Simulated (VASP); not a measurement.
# PbS in VASP: further runs, part 2 of 2

VASP 6.6.1. The steps go on from the part before.

### 4 Electric field gradients, LDA (zz strain of +2 %)

File INCAR:

```
PREC     = Accurate       # precision mode
ENCUT    = 520            # plane-wave cutoff, eV
EDIFF    = 1E-8           # SCF threshold, eV
ISMEAR   = -1             # smearing method
SIGMA    = 0.01           # smearing width, eV
LREAL    = F              # projectors in reciprocal space
LASPH    = T              # aspherical terms in the spheres
NELM     = 100            # most SCF steps
ALGO     = Normal         # electronic algorithm
ISIF     = 2              # what is computed and relaxed
LWAVE    = F              # write WAVECAR
LCHARG   = F              # write CHGCAR
LEFG     = T            
NBANDS   = 17             # bands
```

File KPOINTS:

```
regular mesh
0
Gamma
  8 8 8
```

File POSCAR:

```
PbS
1.0
    0.0000000000      2.9650000000      3.0243000000
    2.9650000000      0.0000000000      3.0243000000
    2.9650000000      2.9650000000      0.0000000000
Pb S
1 1
Direct
    0.0000000000      0.0000000000      0.0000000000
    0.5000000000      0.5000000000      0.5000000000
```

Potentials or basis: VASP PAW LDA potentials, release 64 (Pb_d, S).

Started as:

```console
$ cat potpaw_LDA.64/Pb_d/POTCAR potpaw_LDA.64/S/POTCAR > POTCAR
$ mpirun -np 1 vasp_std > vasp.out
```

OUTCAR:

```text
PREC = Accurate
   ENCUT = 520
   EDIFF = 1E-8
   ISMEAR = -1
   LREAL = F
   LASPH = T
   NELM = 100
   ISIF = 2

 ion  position               nearest neighbor table
   1  0.000  0.000  0.000-   2 2.96   2 2.96   2 2.96   2 2.96   2 3.02   2 3.02
   2  0.500  0.500  0.500-   1 2.96   1 2.96   1 2.96   1 2.96   1 3.02   1 3.02

  LATTYP: Found a body centered tetragonal cell.
 ALAT       =     4.1931432124
 C/A-ratio  =     1.4424978336

  Lattice vectors:

 A1 = (  -2.9650000000,   0.0000000000,   3.0243000000)
 A2 = (   2.9650000000,   0.0000000000,   3.0243000000)
 A3 = (   0.0000000000,   2.9650000000,  -3.0243000000)

Analysis of symmetry for initial positions (statically):
=====================================================================
 Subroutine PRICEL returns:
 Original cell was already a primitive cell.

 Routine SETGRP: Setting up the symmetry group for a
 body centered tetragonal supercell.

 Subroutine GETGRP returns: Found 16 space group operations
[... 667 lines left out ...]
      direct lattice vectors                 reciprocal lattice vectors
     0.000000000  2.965000000  3.024300000    -0.168634064  0.168634064  0.165327514
     2.965000000  0.000000000  3.024300000     0.168634064 -0.168634064  0.165327514
     2.965000000  2.965000000  0.000000000     0.168634064  0.168634064 -0.165327514

 POSITION                                       TOTAL-FORCE (eV/Angst)
 -----------------------------------------------------------------------------------
      0.00000      0.00000      0.00000         0.000000      0.000000      0.000000
      2.96500      2.96500      3.02430        -0.000000      0.000000     -0.000000
 -----------------------------------------------------------------------------------
    total drift:                                0.000000     -0.000000     -0.000000

  FREE ENERGIE OF THE ION-ELECTRON SYSTEM (eV)
  ---------------------------------------------------
  free  energy   TOTEN  =        -9.9589500598 eV

  energy  without entropy=       -9.9589500514  energy(sigma->0) =       -9.95895006

 Electric field gradients (V/A^2)
---------------------------------------------------------------------
 ion       V_xx      V_yy      V_zz      V_xy      V_xz      V_yz
---------------------------------------------------------------------
   1     -28.564   -28.564    57.129    -0.002    -0.001    -0.001
   2      -1.202    -1.202     2.405    -0.001    -0.000    -0.000
---------------------------------------------------------------------

 Electric field gradients after diagonalization (V/A^2)
 (convention: |V_zz| > |V_xx| > |V_yy|)
----------------------------------------------------------------------
 ion       V_xx      V_yy      V_zz     asymmetry (V_yy - V_xx)/ V_zz
----------------------------------------------------------------------
   1     -28.566   -28.563    57.129       0.000
   2      -1.203    -1.202     2.405       0.000
----------------------------------------------------------------------

           NMR quadrupolar parameters

 Cq : quadrupolar parameter    Cq=e*Q*V_zz/h
 eta: asymmetry parameters     (V_yy - V_xx)/ V_zz
 Q  : nuclear electric quadrupole moment in mb (millibarn)
----------------------------------------------------------------------
 ion       Cq(MHz)       eta       Q (mb)
----------------------------------------------------------------------
   1       0.138       0.000       1.000
   2       0.006       0.000       1.000
----------------------------------------------------------------------
```

OSZICAR:

```text
N       E                     dE             d eps       ncg     rms          rms(c)
DAV:   1     0.156311629527E+03    0.15631E+03   -0.96152E+03  2014   0.123E+03
DAV:   2     0.148538812109E+01   -0.15483E+03   -0.14937E+03  2180   0.314E+02
DAV:   3    -0.101232244410E+02   -0.11609E+02   -0.11509E+02  2596   0.915E+01
DAV:   4    -0.104183943321E+02   -0.29517E+00   -0.29496E+00  2655   0.157E+01
DAV:   5    -0.104290488679E+02   -0.10655E-01   -0.10654E-01  2877   0.295E+00    0.435E+00
DAV:   6    -0.997028730371E+01    0.45876E+00   -0.13844E+00  3179   0.777E+00    0.303E+00
DAV:   7    -0.996320435697E+01    0.70829E-02   -0.10550E-01  2457   0.162E+00    0.170E+00
DAV:   8    -0.995931638993E+01    0.38880E-02   -0.12140E-02  2549   0.105E+00    0.241E-01
DAV:   9    -0.995893191215E+01    0.38448E-03   -0.25797E-03  3112   0.378E-01    0.797E-02
DAV:  10    -0.995895481315E+01   -0.22901E-04   -0.15547E-04  2373   0.719E-02    0.578E-02
DAV:  11    -0.995895014602E+01    0.46671E-05   -0.20360E-05  2815   0.451E-02    0.870E-03
DAV:  12    -0.995895006774E+01    0.78280E-07   -0.79234E-07  2931   0.118E-02    0.197E-03
DAV:  13    -0.995895005778E+01    0.99599E-08   -0.11642E-07  2523   0.229E-03    0.100E-03
DAV:  14    -0.995895005982E+01   -0.20352E-08   -0.53609E-09  1859   0.517E-04
   1 F= -.99589501E+01 E0= -.99589501E+01  d E =-.844172E-08
```

Run time: 62 s. Hardware: 1 thread of Intel Xeon 8259CL, shared host; peak memory 0.19 GiB.

What came out:

| Quantity | Value |
| --- | --- |
| Free energy | -9.9590 eV |
| Pressure | -3.5 GPa |
| Band gap on the k mesh | 0.26 eV, direct |

Levels at points of the mesh, in eV from the valence-band top:
```
           k point  band 8  band 9  band 10  band 11  band 12  band 13
(0.00, 0.00, 0.00)   -2.11   -2.11    -1.95     4.74     5.17     5.17
(0.50, 0.00, 0.00)   -1.69   -1.65     0.00     0.26     1.83     1.94
(0.50, 0.50, 0.00)   -5.06   -3.30    -3.30     3.87     5.26     5.58
(0.50, 0.00, 0.50)   -5.10   -3.44    -3.24     3.79     5.26     5.49
```

Electric field gradients, principal values (V/Å²):
```tsv
atom	least	middle	greatest (by size)
1 Pb	-28.563	-28.566	57.129
2 S	-1.202	-1.203	2.405
```

Caveat: the cell differs from its parent crystal (zz strain of +2 %); without QUAD_EFG the Cq values of the log hold for a quadrupole moment of 1 mb, not for the nuclei; spin-orbit coupling is left out, which moves the levels of the heavy elements.

### 5 Overview

```csv
cell,gap on the mesh (eV),pressure (GPa)
"a = 4.275 Å, angles 60.0°, 2 atoms",0.40,-5.3
"a = 4.172, b = 4.172, c = 4.193 Å, angles 59.8, 59.8, 60.3°, 2 atoms",0.16,-1.9
"a = 4.235, b = 4.235, c = 4.193 Å, angles 60.3, 60.3, 59.3°, 2 atoms",0.26,-3.5
```

Alike in all rows: task electric field gradients; level LDA; potentials or basis VASP PAW LDA potentials, release 64 (Pb_d, S); no spin polarisation; k mesh 8 × 8 × 8; cutoff (eV) 520; smearing fermi-dirac 0.01 eV.

Caveats: spin-orbit coupling is left out, which moves the levels of the heavy elements.

Total energies depend on the potentials used, so only differences within one code and one set of settings carry meaning.
